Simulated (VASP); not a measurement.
# Nb16H (a cell with a defect) in VASP: further runs

The runs below take Nb16H (a cell with a defect) through single point, with LDA.

All numbers are computed with VASP 6.6.1; they aren't measurements. Logs are shortened: lines on timing, memory, paths and dates and some standing lists are left out, and cuts for length are marked.

## (1) The cell of the first run

The cell holds a defect, 17 atoms: a = 6.600 Å, b = 6.600 Å, c = 6.600 Å, α = 90.00°, β = 90.00°, γ = 90.00°.

## (2) Single point, LDA

INCAR reads:

```
SYSTEM = Nb16H
  ALGO = Normal
  EDIFF = 1E-7
  ENCUT = 520
  GGA = CA
  ISIF = 2
  ISMEAR = -1
  LASPH = .True.
  LCHARG = .False.
  LREAL = Auto
  LWAVE = .False.
  NBANDS = 118
  NELM = 80
  PREC = Accurate
  SIGMA = 0.1
```

KPOINTS reads:

```
k-points
0
Gamma
  2 2 2
  0 0 0
```

POSCAR reads:

```
Nb16H
1.0
    6.6000000000      0.0000000000      0.0000000000
    0.0000000000      6.6000000000      0.0000000000
    0.0000000000      0.0000000000      6.6000000000
Nb H
16 1
Direct
    0.0174393939     -0.0125909091     -0.0075909091
    0.5110454545     -0.0023939394     -0.0079696970
    0.0102424242      0.4936515152     -0.0028333333
   -0.0025303030      0.0126666667      0.4928939394
    0.2627121212      0.2480909091      0.2517878788
    0.5090151515      0.4967878788     -0.0058333333
    0.5103787879      0.0004848485      0.4992121212
    0.7569242424      0.2404545455      0.2511666667
    0.0036818182      0.4815606061      0.4929696970
    0.2610000000      0.7417878788      0.2194090909
    0.2520606061      0.2426969697      0.7400757576
    0.5170454545      0.4832878788      0.4918181818
    0.7729848485      0.7421969697      0.2423333333
    0.7665303030      0.2447272727      0.7471060606
    0.2716212121      0.7476666667      0.7736515152
    0.7603787879      0.7458939394      0.7483030303
    0.1581515152      0.7587727273      0.4901818182
```

Potentials or basis: VASP PAW LDA potentials, release 64 (Nb_sv, H).

On the command line:

```sh
$ cat potpaw_LDA.64/Nb_sv/POTCAR potpaw_LDA.64/H/POTCAR > POTCAR
$ mpirun -np 1 vasp_std > vasp.out
```

OUTCAR:

```text
SYSTEM = Nb16H
   EDIFF = 1E-7
   ENCUT = 520
   GGA = CA
   ISIF = 2
   ISMEAR = -1
   LASPH = .True.
   LREAL = Auto
   NELM = 80
   PREC = Accurate

 ion  position               nearest neighbor table
   1  0.017  0.987  0.992-  15 2.72  10 2.73  13 2.82  11 2.83  16 2.83  14 2.87   5 2.92   8 2.94

   2  0.511  0.998  0.992-  15 2.70  10 2.80  16 2.84  14 2.85   8 2.85  11 2.88   5 2.89  13 2.93

   3  0.010  0.494  0.997-  10 2.75  13 2.79  15 2.82  14 2.83  11 2.86  16 2.86   5 2.87   8 2.90

   4  0.997  0.013  0.493-   8 2.71  14 2.74  11 2.79   5 2.83  13 2.85  16 2.90
   5  0.263  0.248  0.252-  12 2.78   9 2.80   7 2.83   4 2.83   3 2.87   6 2.87   2 2.89   1 2.92

   6  0.509  0.497  0.994-  15 2.70  10 2.74  16 2.84   5 2.87  14 2.88  13 2.89   8 2.90  11 2.92

   7  0.510  0.000  0.499-   8 2.80  11 2.83   5 2.83  14 2.85  16 2.87  15 2.92  13 2.96  10 3.01

   8  0.757  0.240  0.251-   4 2.71  12 2.76   9 2.78   7 2.80   2 2.85   3 2.90   6 2.90   1 2.94

   9  0.004  0.482  0.493-  14 2.78   8 2.78   5 2.80  11 2.80  13 2.83  16 2.91  10 3.02
  10  0.261  0.742  0.219-  17 1.91   1 2.73   6 2.74   3 2.75   2 2.80  15 2.94  12 3.00   7 3.01
                             9 3.02
  11  0.252  0.243  0.740-   4 2.79   9 2.80   7 2.83   1 2.83   3 2.86  12 2.87   2 2.88   6 2.92

  12  0.517  0.483  0.492-   8 2.76   5 2.78  14 2.83  11 2.87  16 2.91  13 2.91  10 3.00  15 3.02

  13  0.773  0.742  0.242-   3 2.79   1 2.82   9 2.83   4 2.85   6 2.89  12 2.91   2 2.93   7 2.96

  14  0.767  0.245  0.747-   4 2.74   9 2.78   3 2.83  12 2.83   2 2.85   7 2.85   1 2.87   6 2.88

  15  0.272  0.748  0.774-   2 2.70   6 2.70   1 2.72   3 2.82   7 2.92  10 2.94  12 3.02
  16  0.760  0.746  0.748-   1 2.83   2 2.84   6 2.84   3 2.86   7 2.87   4 2.90  12 2.91   9 2.91

  17  0.158  0.759  0.490-  10 1.91

  LATTYP: Found a simple cubic cell.
 ALAT       =     6.6000000000

  Lattice vectors:

 A1 = (   6.6000000000,   0.0000000000,   0.0000000000)
 A2 = (   0.0000000000,   6.6000000000,   0.0000000000)
 A3 = (   0.0000000000,   0.0000000000,   6.6000000000)

Analysis of symmetry for initial positions (statically):
=====================================================================
 Subroutine PRICEL returns:
 Original cell was already a primitive cell.

 Routine SETGRP: Setting up the symmetry group for a
 simple cubic supercell.

 Subroutine GETGRP returns: Found  1 space group operations
 (whereof  1 operations were pure point group operations)
 out of a pool of 48 trial point group operations.

The static configuration has the point symmetry C_1 .

Analysis of symmetry for dynamics (positions and initial velocities):
=====================================================================
 Subroutine PRICEL returns:
 Original cell was already a primitive cell.

 Routine SETGRP: Setting up the symmetry group for a
 simple cubic supercell.

 Subroutine GETGRP returns: Found  1 space group operations
 (whereof  1 operations were pure point group operations)
 out of a pool of 48 trial point group operations.

The dynamic configuration has the point symmetry C_1 .

 Subroutine INISYM returns: Found  1 space group operations
 (whereof  1 operations are pure point group operations),
 and found     1 'primitive' translations

----------------------------------------------------------------------------------------

                                     Primitive cell

  volume of cell :     287.4960

  direct lattice vectors                    reciprocal lattice vectors
     6.600000000  0.000000000  0.000000000     0.151515152  0.000000000  0.000000000
     0.000000000  6.600000000  0.000000000     0.000000000  0.151515152  0.000000000
     0.000000000  0.000000000  6.600000000     0.000000000  0.000000000  0.151515152

  length of vectors
     6.600000000  6.600000000  6.600000000     0.151515152  0.151515152  0.151515152

  position of ions in fractional coordinates (direct lattice)
     0.017439394  0.987409091  0.992409091
     0.511045454  0.997606061  0.992030303
     0.010242424  0.493651515  0.997166667
     0.997469697  0.012666667  0.492893939
     0.262712121  0.248090909  0.251787879
     0.509015152  0.496787879  0.994166667
[... 9 lines left out ...]
     0.760378788  0.745893939  0.748303030
     0.158151515  0.758772727  0.490181818

  ion indices of the primitive-cell ions
   primitive index   ion index
                 1           1
                 2           2
                 3           3
                 4           4
                 5           5
                 6           6
[... 9 lines left out ...]
                16          16
                17          17

----------------------------------------------------------------------------------------

 KPOINTS: k-points

Automatic generation of k-mesh.
 Grid dimensions read from file:
 generate k-points for:    2    2    2

 Generating k-lattice:

  Cartesian coordinates                     Fractional coordinates (reciprocal lattice)
     0.075757576  0.000000000  0.000000000     0.500000000  0.000000000  0.000000000
     0.000000000  0.075757576  0.000000000     0.000000000  0.500000000  0.000000000
     0.000000000  0.000000000  0.075757576     0.000000000  0.000000000  0.500000000

  Length of vectors
     0.075757576  0.075757576  0.075757576

  Shift w.r.t. Gamma in fractional coordinates (k-lattice)
     0.000000000  0.000000000  0.000000000

 Subroutine IBZKPT returns following result:
 ===========================================

 Found      8 irreducible k-points:

 Following reciprocal coordinates:
            Coordinates               Weight
  0.000000  0.000000  0.000000      1.000000
  0.500000  0.000000  0.000000      1.000000
  0.000000  0.500000  0.000000      1.000000
  0.000000  0.000000  0.500000      1.000000
  0.500000  0.500000  0.000000      1.000000
  0.000000  0.500000  0.500000      1.000000
  0.500000  0.000000  0.500000      1.000000
  0.500000  0.500000  0.500000      1.000000
   k-points           NKPTS =      8   k-points in BZ     NKDIM =      8   number of bands    NBANDS=    118
   number of dos      NEDOS =    301   number of ions     NIONS =     17
   total plane-waves  NPLWV = 125000
   dimension x,y,z NGX =    50 NGY =   50 NGZ =   50
   dimension x,y,z NGXF=   100 NGYF=  100 NGZF=  100
   ions per type =              16   1
   NGX,Y,Z   is equivalent  to a cutoff of  12.59, 12.59, 12.59 a.u.
   NGXF,Y,Z  is equivalent  to a cutoff of  25.19, 25.19, 25.19 a.u.
 SYSTEM =  Nb16H
   PREC   = accura    normal or accurate (medium, high low for compatibility)
   ISTART =      0    job   : 0-new  1-cont  2-samecut
   ICHARG =      2    charge: 1-file 2-atom 10-const
   ISPIN  =      1    spin polarized calculation?
   LNONCOLLINEAR =      F non collinear calculations
   LSORBIT =      F    spin-orbit coupling
   LASPH  =      T    aspherical Exc in radial PAW
   ENCUT  =  520.0 eV  38.22 Ry    6.18 a.u.  12.27 12.27 12.27*2*pi/ulx,y,z
   NELM   =     80;   NELMIN=  2; NELMDL= -5     # of ELM steps
   EDIFF  = 0.1E-06   stopping-criterion for ELM
   LREAL  =      T    real-space projection
   EDIFFG = 0.1E-05   stopping-criterion for IOM
   NSW    =      0    number of steps for IOM
   IBRION =     -1    ionic relax: 0-MD 1-quasi-New 2-CG
   NFREE  =      0    steps in history (QN), initial steepest desc. (CG)
   ISIF   =      2    stress and relaxation
   ISYM   =      2    0-nonsym 1-usesym 2-fastsym
   POTIM  = 0.5000    time-step for ionic-motion
   TEBEG  =    0.0;   TEEND  =   0.0 temperature during run
   PSTRESS=    0.0 pullay stress
   NELECT =     209.0000    total number of electrons
   NUPDOWN=      -1.0000    fix difference up-down
   EMIN   =  10.00;   EMAX   =-10.00  energy-range for DOS
   EFERMI =   0.00;   METHOD = LEGACY
   ISMEAR =    -1;   SIGMA  =   0.10  broadening in eV -4-tet -1-fermi 0-gaus
   EFERMI_NEDOS =   21; number of points for ismear=-14 and -15
   IALGO  =     38    algorithm
   IMIX   =      4    mixing-type and parameters
     AMIX     =   0.40;   BMIX     =  1.00
     AMIX_MAG =   1.60;   BMIX_MAG =  1.00
  volume/ion in A,a.u.               =      16.91       114.12
  Fermi-wavevector in a.u.,A,eV,Ry     =   1.472018  2.781710 29.481589  2.166836
  Thomas-Fermi vector in A             =   2.587083
   LORBIT       =      0    0 simple, 1 ext, 2 COOP (PROOUT), +10 PAW based schemes
   GGA     = CA    functional components
   LHFCALC =     F    Hartree Fock is set to
   AEXX    =    0.0000 exact exchange contribution
   IVDW    =     0    specifies the selected vdW correction
   LEPSILON=     F    determine dielectric tensor
   LRPA    =     F    only Hartree local field effects (RPA)
 non-spin polarized calculation
  energy-cutoff  :      520.00
  volume of cell :      287.50
 maximum number of plane-waves:      7809
 NGX is ok and might be reduce to    50
   NGX = 25   NGY = 25   NGZ = 25

 number of electron     209.0000005 magnetization

 Free energy of the ion-electron system (eV)
  ---------------------------------------------------
  ext. energy  EPLUGINS =         0.00000000
  ---------------------------------------------------
  free energy    TOTEN  =      -184.74212199 eV

  energy without entropy =     -184.33266849  energy(sigma->0) =     -184.53739524

 E-fermi :  11.1357     XC(G=0): -12.7610

 val. band max:       11.1046090981   @ k =   0.5000   0.0000   0.5000
 cond. band min:      11.2008289862   @ k =   0.5000   0.0000   0.5000
 fundamental gap:      0.0962198881
 Fermi energy:        11.1356556362

 k-point     1 :       0.0000    0.0000    0.0000
  band No.  band energies     occupation
      1     -43.0611      2.00000
      2     -42.9015      2.00000
      3     -42.8687      2.00000
      4     -42.8586      2.00000
      5     -42.8340      2.00000
      6     -42.8257      2.00000
[... 108 lines left out ...]
    115      13.1792      0.00000
    116      13.3095      0.00000
[... 831 lines left out ...]
    115      14.0902      0.00000
    116      14.1114      0.00000
 [bands above 116 left out]

------------------------ aborting loop because EDIFF is reached ----------------------------------------

  FORCE on cell =-STRESS in cart. coord.  units (eV):
  Direction    XX          YY          ZZ          XY          YZ          ZX
  --------------------------------------------------------------------------------------
  -------------------------------------------------------------------------------------
  Total       -9.6622315     -9.8525535     -8.5173892     -0.5046426     -0.0500627     -0.3856047
  in kB      -53.8463429    -54.9069825    -47.4662880     -2.8123067     -0.2789927     -2.1489243
  external PRESSURE =     -52.0732045 kB  Pullay stress =       0.0000000 kB

 VOLUME and BASIS-vectors are now :
 -----------------------------------------------------------------------------
  energy-cutoff  :      520.00
  volume of cell :      287.50
      direct lattice vectors                 reciprocal lattice vectors
     6.600000000  0.000000000  0.000000000     0.151515152  0.000000000  0.000000000
     0.000000000  6.600000000  0.000000000     0.000000000  0.151515152  0.000000000
     0.000000000  0.000000000  6.600000000     0.000000000  0.000000000  0.151515152

 POSITION                                       TOTAL-FORCE (eV/Angst)
 -----------------------------------------------------------------------------------
      0.11510      6.51690      6.54990        -0.518534      0.678047      0.283213
      3.37290      6.58420      6.54740         0.379643     -0.052070      0.345001
      0.06760      3.25810      6.58130         0.095550     -0.128887     -0.108464
      6.58330      0.08360      3.25310         0.691320     -1.291868      0.158533
      1.73390      1.63740      1.66180        -0.253669     -0.335470     -0.570906
      3.35950      3.27880      6.56150         0.674769     -0.412302      0.100190
[... 9 lines left out ...]
      5.01850      4.92290      4.93880         0.079328     -0.164283     -0.162005
      1.04380      5.00790      3.23520        -0.083800     -0.221869      0.379466
 -----------------------------------------------------------------------------------
    total drift:                               -0.000802      0.002845     -0.000995

  FREE ENERGIE OF THE ION-ELECTRON SYSTEM (eV)
  ---------------------------------------------------
  free  energy   TOTEN  =      -184.7421219884 eV

  energy  without entropy=     -184.3326684860  energy(sigma->0) =     -184.53739524
```

It took 14 min on 1 thread of Intel Xeon Platinum 8259CL at 2.50GHz (Skylake/Cascade Lake), shared host; peak memory 0.38 GiB.

What came out:

```yaml
Free_energy: -184.7421 eV
Pressure: -5.2 GPa
Largest_force: 2.253 eV/Å
```

Forces on the atoms (eV/Å):
```
Nb  -0.519  0.678  0.283
Nb   0.380 -0.052  0.345
Nb   0.096 -0.129 -0.108
Nb   0.691 -1.292  0.159
Nb  -0.254 -0.335 -0.571
Nb   0.675 -0.412  0.100
Nb   0.146 -0.256 -0.246
Nb  -0.017  0.235 -0.405
Nb   0.285  1.028  0.174
Nb   0.551  0.156  1.502
Nb   0.672  0.282  0.464
Nb  -0.223  0.677  0.349
Nb  -1.019  0.075  0.061
Nb  -0.930  0.001 -0.151
Nb  -0.529 -0.269 -2.174
Nb   0.079 -0.164 -0.162
H   -0.084 -0.222  0.379
```

Stress tensor (GPa, compression positive):
```
-5.38 -0.28 -0.21
-0.28 -5.49 -0.03
-0.21 -0.03 -4.75
```

Caveat: the k points lie up to 0.48 Å⁻¹ apart.

(Continued in part 2 of 2.)
